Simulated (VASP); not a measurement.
# Ge (P-3m1) in VASP: notebook, part 2 of 2

VASP 6.6.1. Earlier steps stand in the parts before.

## 3. Single point, PBE

This run uses another cell than the first one, of 22.66 Å³/atom, 1.352 times its volume.

INCAR reads:

```
SYSTEM = Ge
PREC     = Accurate       ! precision mode
ENCUT    = 520            ! plane-wave cutoff, eV
EDIFF    = 1E-6           ! SCF threshold, eV
ISMEAR   = 0              ! smearing method
SIGMA    = 0.1            ! smearing width, eV
LREAL    = .FALSE.        ! projectors in reciprocal space
LASPH    = .TRUE.         ! aspherical terms in the spheres
NELM     = 80             ! most SCF steps
ALGO     = Normal         ! electronic algorithm
ISIF     = 2              ! what is computed and relaxed
LWAVE    = .FALSE.        ! write WAVECAR
LCHARG   = .TRUE.         ! write CHGCAR
GGA      = PE             ! functional
LELF     = .TRUE.         ! ELF
LVHAR    = .TRUE.       
NBANDS   = 36             ! bands
```

KPOINTS reads:

```
regular mesh
0
G
  6 6 4
  0 0 0
```

POSCAR reads:

```
Ge
1.0
    3.9569668730      0.0000000032      0.0000000000
   -1.9784834393      3.4268338324      0.0000000000
    0.0000000000      0.0000000000      6.6834215173
Ge
4
Direct
    0.0000000000      0.0000000000      0.8142924038
    0.0000000000      0.0000000000      0.1857075962
    0.3333333333      0.6666666667      0.6593038689
    0.6666666667      0.3333333333      0.3406961311
```

Potentials or basis: VASP PAW PBE potentials, release 64 (Ge_d).

On the command line:

```sh
$ cat potpaw_PBE.64/Ge_d/POTCAR > POTCAR
$ mpirun -np 1 vasp_std > vasp.out
```

Run time: 77 s. Hardware: 1 thread of Intel Xeon 6975P-C, shared host; peak memory 0.22 GiB.

The run converged. Its results:

| Item | Value |
| --- | --- |
| Free energy | -17.1235 eV |
| Pressure | 0.0 GPa |
| Largest force | 0.038 eV/Å |
| Band gap on the k mesh | zero (band 28 reaches 4.97 eV, above the bottom of band 29 at 3.35 eV) |

Forces on the atoms (eV/Å):
```
Ge   0.000  0.000  0.038
Ge   0.000  0.000 -0.038
Ge   0.000  0.000  0.007
Ge   0.000  0.000 -0.007
```

Stress tensor (GPa, compression positive):
```
 0.09  0.00  0.00
 0.00  0.09  0.00
 0.00  0.00 -0.10
```

Levels at points of the mesh, in eV from the Fermi level:
```
           k point  band 24  band 25  band 26  band 27  band 28  band 29  band 30  band 31  band 32  band 33
(0.00, 0.00, 0.00)    -0.75    -0.28    -0.28     0.24     0.24     0.42     1.30     3.56     3.60     3.60
(0.50, 0.00, 0.00)    -6.99    -4.00    -2.35    -2.13    -0.59     0.19     1.67     2.99     3.67     4.63
(0.00, 0.00, 0.50)    -4.25    -0.26    -0.26     0.41     0.41     1.56     1.59     2.65     2.65     3.56
(0.50, 0.00, 0.50)    -6.66    -2.18    -2.17    -1.84    -1.48    -0.70     1.57     2.23     3.71     5.46
```

## 4. Relaxation of cell and atoms, PBE

INCAR reads:

```
SYSTEM = Ge
ALGO     = Normal         ! electronic algorithm
EDIFF    = 1E-6           ! SCF threshold, eV
EDIFFG   = -0.04          ! ionic threshold
ENCUT    = 600            ! plane-wave cutoff, eV
GGA      = PE             ! functional
IBRION   = 2              ! ionic algorithm
ISIF     = 3              ! what is computed and relaxed
ISMEAR   = 0              ! smearing method
LASPH    = .True.         ! aspherical terms in the spheres
LCHARG   = .False.        ! write CHGCAR
LREAL    = .False.        ! projectors in reciprocal space
LWAVE    = .False.        ! write WAVECAR
NELM     = 80             ! most SCF steps
NSW      = 90             ! ionic steps
PREC     = Accurate       ! precision mode
SIGMA    = 0.1            ! smearing width, eV
```

KPOINTS reads:

```
k-points
0
Gamma
  6 6 4
  0 0 0
```

POSCAR reads:

```
Ge
1.0
    3.5951919900      0.0000000000      0.0000000000
   -1.7975960000      3.1135276000      0.0000000000
    0.0000000000      0.0000000000      5.9903896100
Ge
4
Direct
    0.0000000000      0.0000000000      0.8025568000
    0.0000000000      0.0000000000      0.1974432000
    0.3333333300      0.6666666700      0.6146058900
    0.6666666700      0.3333333300      0.3853941100
```

On the command line:

```sh
$ cat potpaw_PBE.64/Ge_d/POTCAR > POTCAR
$ mpirun -np 1 vasp_std > vasp.out
```

Run time: 21 min. Hardware: 1 thread of Intel Xeon 6975P-C, shared host; peak memory 0.23 GiB.

The run converged. Its results:

```yaml
Free_energy: -17.1176 eV
Relaxed_volume: 22.68 Å³/atom
Relaxed_cell: a = 3.963 Å, b = 3.963 Å, c = 6.670 Å, α = 90.00°, β = 90.00°, γ = 120.00°
Space_group_after_relaxing_to_0.05_Å: P-3m1 (No. 164)
Energy_gained_by_relaxing: 501.8 meV/atom
Ionic_steps: 28
Pressure_after_relaxing: 0.0 GPa
Largest_force_after_relaxing: 0.008 eV/Å
Band_gap_on_the_k_mesh: zero (band 28 reaches 4.95 eV, above the bottom of band 29 at 3.34 eV)
```

Forces on the atoms (eV/Å):
```
Ge   0.000  0.000  0.003
Ge   0.000  0.000 -0.003
Ge   0.000  0.000  0.008
Ge   0.000  0.000 -0.008
```

Stress tensor (GPa, compression positive):
```
-0.11  0.00  0.00
 0.00 -0.11  0.00
 0.00  0.00  0.13
```

The path:
| step | energy change (eV) | largest force (eV/Å) | pressure (GPa) | volume (Å³) |
| --- | --- | --- | --- | --- |
| 1 | 0.0000 | 1.8935 | 32.58 | 67.05 |
| 2 | -1.3874 | 0.4328 | -7.27 | 105.87 |
| 3 | -1.8319 | 0.5293 | -0.06 | 88.82 |
| 4 | -1.8319 | 0.5229 | -0.36 | 89.30 |
| 5 | -1.8794 | 0.3809 | -0.51 | 89.14 |
| 6 | -1.9082 | 0.3178 | -0.27 | 88.86 |
| 7 | -1.9257 | 0.1891 | 0.11 | 88.26 |
| 8 | -1.9360 | 0.1994 | 0.71 | 87.43 |
| 9 | -1.9482 | 0.2035 | -0.01 | 88.76 |
| 10 | -1.9521 | 0.3019 | -0.74 | 90.15 |
| 11 | -1.9608 | 0.2518 | -0.46 | 90.19 |
| 12 | -1.9724 | 0.1561 | 0.17 | 90.31 |
| 13 | -1.9899 | 0.1189 | 0.38 | 90.63 |
| 14 | -1.9522 | 0.3747 | 0.96 | 91.52 |
| 15 | -1.9943 | 0.2114 | 0.57 | 90.92 |
| 16 | -1.9949 | 0.1696 | 0.41 | 90.84 |
| 17 | -2.0016 | 0.1128 | -0.19 | 91.62 |
| 18 | -2.0016 | 0.1190 | -0.22 | 91.68 |
| 19 | -2.0040 | 0.0878 | -0.09 | 91.42 |
| 20 | -2.0052 | 0.0840 | 0.00 | 91.21 |
| 21 | -2.0052 | 0.1274 | 0.21 | 90.78 |
| 22 | -2.0056 | 0.0825 | -0.07 | 91.02 |
| 23 | -2.0056 | 0.0834 | -0.02 | 90.94 |
| 24 | -2.0068 | 0.0416 | 0.05 | 90.70 |
| 25 | -2.0070 | 0.0063 | 0.13 | 90.45 |
| 26 | -2.0070 | 0.0147 | 0.29 | 90.54 |
| 27 | -2.0063 | 0.0575 | -0.38 | 91.12 |
| 28 | -2.0072 | 0.0075 | -0.03 | 90.71 |

Final structure:
```
Ge
1.0
     3.96277    0.00000    0.00000
    -1.98138    3.43186    0.00000
     0.00000    0.00000    6.67015
Ge
4
Direct
  0.00000 0.00000 0.81439
  0.00000 0.00000 0.18561
  0.33333 0.66667 0.65942
  0.66667 0.33333 0.34058
```

Levels at points of the mesh, in eV from the Fermi level:
| k point | band 24 | band 25 | band 26 | band 27 | band 28 | band 29 | band 30 | band 31 | band 32 | band 33 |
| --- | --- | --- | --- | --- | --- | --- | --- | --- | --- | --- |
| (0.00, 0.00, 0.00) | -0.75 | -0.30 | -0.30 | 0.23 | 0.23 | 0.43 | 1.26 | 3.57 | 3.58 | 3.58 |
| (0.50, 0.00, 0.00) | -7.00 | -4.00 | -2.36 | -2.13 | -0.59 | 0.19 | 1.66 | 2.98 | 3.66 | 4.66 |
| (0.00, 0.00, 0.50) | -4.23 | -0.28 | -0.28 | 0.40 | 0.40 | 1.53 | 1.55 | 2.62 | 2.62 | 3.53 |
| (0.50, 0.00, 0.50) | -6.66 | -2.18 | -2.17 | -1.84 | -1.49 | -0.69 | 1.58 | 2.22 | 3.72 | 5.46 |

Caveat: the volume moved by over 15 % at a fixed basis, so the end points are rough.

## 5. Single point, PBE

This run uses another cell than the first one, of 22.83 Å³/atom, 1.362 times its volume.

INCAR reads:

```
PREC     = Accurate       # precision mode
ENCUT    = 520            # plane-wave cutoff, eV
EDIFF    = 1E-7           # SCF threshold, eV
ISMEAR   = 0              # smearing method
SIGMA    = 0.1            # smearing width, eV
LREAL    = False          # projectors in reciprocal space
LASPH    = True           # aspherical terms in the spheres
NELM     = 80             # most SCF steps
ALGO     = Normal         # electronic algorithm
ISIF     = 2              # what is computed and relaxed
LWAVE    = False          # write WAVECAR
LCHARG   = False          # write CHGCAR
GGA      = PE             # functional
NBANDS   = 36             # bands
```

KPOINTS reads:

```
regular mesh
0
Gamma
  12 12 8
```

POSCAR reads:

```
Ge
1.0
    3.9734959415      0.0000000000      0.0000000000
   -1.9867479708      3.4411484272      0.0000000000
    0.0000000000      0.0000000000      6.6796077001
Ge
4
Direct
    0.0000000000      0.0000000000      0.8137723460
    0.0000000000      0.0000000000      0.1862276540
    0.3333333333      0.6666666667      0.6624315044
    0.6666666667      0.3333333333      0.3375684956
```

On the command line:

```sh
$ cat potpaw_PBE.64/Ge_d/POTCAR > POTCAR
$ mpirun -np 1 vasp_std > vasp.out
```

It took 6.8 min on 1 thread of Intel Xeon 6975P-C, shared host; peak memory 0.41 GiB.

The run converged. Its results:

```yaml
Free_energy: -17.0950 eV
Pressure: 0.0 GPa
Largest_force: 0.003 eV/Å
Band_gap_on_the_k_mesh: zero (band 28 reaches 4.98 eV, above the bottom of band 29 at 3.32 eV)
```

Forces on the atoms (eV/Å):
```
Ge   0.000  0.000  0.003
Ge   0.000  0.000 -0.003
Ge   0.000  0.000  0.003
Ge   0.000  0.000 -0.003
```

Levels at points of the mesh, in eV from the Fermi level:
| k point | band 26 | band 27 | band 28 | band 29 | band 30 | band 31 |
| --- | --- | --- | --- | --- | --- | --- |
| (0.00, 0.00, 0.00) | -0.20 | 0.34 | 0.34 | 0.63 | 1.32 | 3.59 |
| (0.50, 0.00, 0.00) | -2.23 | -1.94 | -0.51 | 0.37 | 1.79 | 3.06 |
| (0.00, 0.00, 0.50) | -0.18 | 0.49 | 0.49 | 1.61 | 1.62 | 2.80 |
| (0.50, 0.00, 0.50) | -1.97 | -1.70 | -1.40 | -0.52 | 1.76 | 2.32 |

## 6. Overview

```csv
task,cell,k mesh,cutoff (eV),gap on the mesh (eV),pressure (GPa),largest force (eV/Å)
single point,"a = 3.595, b = 3.595, c = 5.990 Å, angles 90.0, 90.0, 120.0°, 4 atoms",6 × 6 × 4,520,none,32.5,1.89
single point,"a = 3.957, b = 3.957, c = 6.683 Å, angles 90.0, 90.0, 120.0°, 4 atoms",6 × 6 × 4,520,none,0.0,0.04
relaxation of cell and atoms,"relaxed from a = 3.595, b = 3.595, c = 5.990 Å, angles 90.0, 90.0, 120.0°, 4 atoms",6 × 6 × 4,600,none,0.0,0.01
single point,"a = 3.973, b = 3.973, c = 6.680 Å, angles 90.0, 90.0, 120.0°, 4 atoms",12 × 12 × 8,520,none,0.0,-
```

Alike in all rows: level PBE; potentials or basis VASP PAW PBE potentials, release 64 (Ge_d); no spin polarisation; smearing gaussian 0.1 eV.

Caveats: forces of over 1 eV/Å act on the atoms, so gaps and moduli don't describe the material at rest (some runs); the volume moved by over 15 % at a fixed basis, so the end points are rough (some runs).

Total energies depend on the potentials used, so only differences within one code and one set of settings carry meaning.
